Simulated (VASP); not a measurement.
Set up this calculation in VASP 6.6.1, as the native input.

```
Task                   : relaxation of cell and atoms
Functional             : PBE
Potentials or basis    : VASP PAW PBE potentials, release 64 (Ga_d, Sn_d, S)
Cutoff                 : 600 eV
k mesh                 : 6 × 6 × 6
Occupations            : gaussian, width 0.1 eV
Spin                   : no spin polarisation
Dipole correction      : no
Further INCAR settings : ALGO = Normal; EDIFF = 1e-06; IBRION = 2; EDIFFG = -0.01; NSW = 100; ISIF = 3
```

The structure of GaSn4S3 lies in POSCAR:

```
GaSn4S3
1.0
    5.7700000000      0.0000000000      0.0000000000
    0.0000000000      5.7700000000      0.0000000000
    0.0000000000      0.0000000000      5.7700000000
Ga Sn S
1 4 3
Direct
    0.0000000000      0.0000000000      0.0000000000
    0.5000000000      0.0000000000      0.0000000000
    0.5000000000      0.5000000000      0.5000000000
    0.0000000000      0.5000000000      0.0000000000
    0.0000000000      0.0000000000      0.5000000000
    0.5000000000      0.0000000000      0.5000000000
    0.5000000000      0.5000000000      0.0000000000
    0.0000000000      0.5000000000      0.5000000000
```

The input as run:

INCAR

```
SYSTEM = GaSn4S3
PREC = Accurate
ENCUT = 600
EDIFF = 1E-6
ISMEAR = 0
SIGMA = 0.1
LREAL = .False.
LASPH = .True.
NELM = 60
ALGO = Normal
ISIF = 3
LWAVE = .False.
LCHARG = .False.
GGA = PE
IBRION = 2
NSW = 100
EDIFFG = -0.01
```

KPOINTS

```
regular mesh
0
Gamma
  6 6 6
  0 0 0
```

Potentials or basis: VASP PAW PBE potentials, release 64 (Ga_d, Sn_d, S).

Run with:

```console
$ cat potpaw_PBE.64/Ga_d/POTCAR potpaw_PBE.64/Sn_d/POTCAR potpaw_PBE.64/S/POTCAR > POTCAR
$ mpirun -np 1 vasp_std > vasp.out
```

It gave:

```yaml
Relaxed_volume: 24.28 Å³/atom
Relaxed_cell: a = 5.792 Å, b = 5.792 Å, c = 5.792 Å, α = 90.00°, β = 90.00°, γ = 90.00°
Space_group_after_relaxing_to_0.05_Å: Pm-3m (No. 221)
Energy_gained_by_relaxing: 0.5 meV/atom
Ionic_steps: 3
Pressure_after_relaxing: 0.1 GPa
```

Run time: 18 min on 1 thread of Oxide Virtual Turin-like Processor (shared host), peak memory 0.44 GiB.
